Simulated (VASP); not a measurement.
Write the native input for VASP 6.6.1 that does the following.

| Item | Value |
| --- | --- |
| Task | single point |
| Functional | PBE |
| Potentials or basis | VASP PAW PBE potentials, release 64 (Ta_sv_GW, N) |
| Cutoff | 600 eV |
| k mesh | 10 × 10 × 9 |
| Occupations | fermi-dirac, width 0.05 eV |
| Spin | no spin polarisation |
| Hubbard terms | Ta d U = 3.0 eV |
| Dipole correction | no |
| Second run | valence_matched |
| Further INCAR settings | ALGO = Normal; EDIFF = 1e-06; NBANDS = 16 |

The structure of TaN lies in POSCAR:

```
TaN
1.0
    2.9604505578     -0.0000000029      0.0000000000
   -1.4802252764      2.5638253912      0.0000000000
    0.0000000000      0.0000000000      2.9010077237
Ta N
1 1
Direct
    0.3333333333      0.6666666667      0.5000000000
    0.0000000000      0.0000000000      0.0000000000
```

These files were run (other wordings do the same):

INCAR

```
SYSTEM = TaN
PREC = Accurate
ENCUT = 600
EDIFF = 1E-6
ISMEAR = -1
SIGMA = 0.05
LREAL = .False.
LASPH = .True.
NELM = 200
ALGO = Normal
ISIF = 2
LWAVE = .False.
LCHARG = .False.
LMAXMIX = 4
LDAU = .True.
LDAUTYPE = 2
LDAUL = 2 -1
LDAUU = 3 0
LDAUJ = 0 0
LDAUPRINT = 1
GGA = PE
NBANDS = 16
GGA_COMPAT = .False.
```

KPOINTS

```
Automatic mesh
0
Gamma
  10 10 9
  0 0 0
```

Potentials or basis: VASP PAW PBE potentials, release 64 (Ta_sv_GW, N).

Launch:

```console
$ cat potpaw_PBE.64/Ta_sv_GW/POTCAR potpaw_PBE.64/N/POTCAR > POTCAR
$ mpirun -np 1 vasp_std > vasp.out
```

Results of the run:

```yaml
Pressure: 6.7 GPa
Band_gap_on_the_k_mesh: zero (band 9 reaches 12.89 eV, above the bottom of band 10 at 12.58 eV)
```

Caveat: spin-orbit coupling is left out, which moves the levels of the heavy elements; U without spin polarisation on a metal has little footing.

Run time: 21 s on 1 thread of AMD EPYC 7R43 64-Core Processor (Zen 3) (shared host), peak memory 0.13 GiB.
